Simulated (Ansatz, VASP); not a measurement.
## TlBTe2 in VASP and in Ansatz

Contents of INCAR:

```
PREC = Accurate
ENCUT = 500
EDIFF = 1E-7
ISMEAR = 0
SIGMA = 0.1
LREAL = F
LASPH = T
NELM = 120
ALGO = Normal
ISIF = 3
LWAVE = F
LCHARG = F
GGA = PE
IBRION = 2
NSW = 90
EDIFFG = -0.04
GGA_COMPAT = F
NELMIN = 4
```

KPOINTS

```
regular mesh
0
Gamma
  6 6 2
```

POSCAR

```
TlBTe2
1.0
    3.9741511000      0.0000000000      0.0000000000
   -1.9870755500      3.4417158100      0.0000000000
    0.0000000000      0.0000000000      8.8857759000
Tl B Te
1 1 2
Direct
    0.3333333300      0.6666666700      0.5000000000
    0.0000000000      0.0000000000      0.5000000000
    0.3333333300      0.6666666700      0.8135926400
    0.3333333300      0.6666666700      0.1864073600
```

Input for Ansatz:

```yaml
crystal:
  lattice:
    - [3.9741511, 0.0, 0.0]
    - [-1.98707555, 3.44171581, 0.0]
    - [0.0, 0.0, 8.8857759]
  atoms:
    - { symbol: Tl, position: [0.33333333, 0.66666667, 0.5] }
    - { symbol: B, position: [0.0, 0.0, 0.5] }
    - { symbol: Te, position: [0.33333333, 0.66666667, 0.81359264] }
    - { symbol: Te, position: [0.33333333, 0.66666667, 0.18640736] }
basis:
  ecutwfc: 420
kpoints:
  mp_grid: { grid: [6, 6, 2] }
hamiltonian:
  xc: pbe
scf:
  occupations: { method: gaussian, width: 0.1 }
  lower_state_search: "off"
output:
  forces: true
  stress: true
  eigenvalues: true
relax:
  adjacent_minimum: "off"
  f_tol: 0.04
  max_steps: 70
  cell: { stress_tol: 0.4 }
```

Alike in both runs: task relaxation of cell and atoms; functional PBE; k mesh 6 × 6 × 2; occupations gaussian, width 0.1 eV; no spin polarisation.

|  | VASP | Ansatz |
| --- | --- | --- |
| version | VASP 6.6.1 | Ansatz 0.2.0 |
| potentials or method | VASP PAW PBE potentials, release 64 (Tl_d, B, Te), cutoff 500 eV | scalar-relativistic, plane waves, PAW |
| valence electrons in the cell | 28 | 48 |

|  | VASP | Ansatz | Ansatz less VASP |
| --- | --- | --- | --- |
| gap on the k mesh at the Fermi level, each at its own relaxed structure (eV) | none | none | - |
| relaxed volume (Å³/atom) | 31.07 | 31.13 | +0.061 |
| relaxed cell length with the largest relative difference (Å) | 9.090 | 9.125 | +0.0347 |

A gap of «none» marks a metal or a gap that the smearing closes. VASP's potentials hold 28 valence electrons a cell and Ansatz's 48, so a difference there can come from the potentials and not from the codes.

Neither program's run includes spin-orbit coupling.
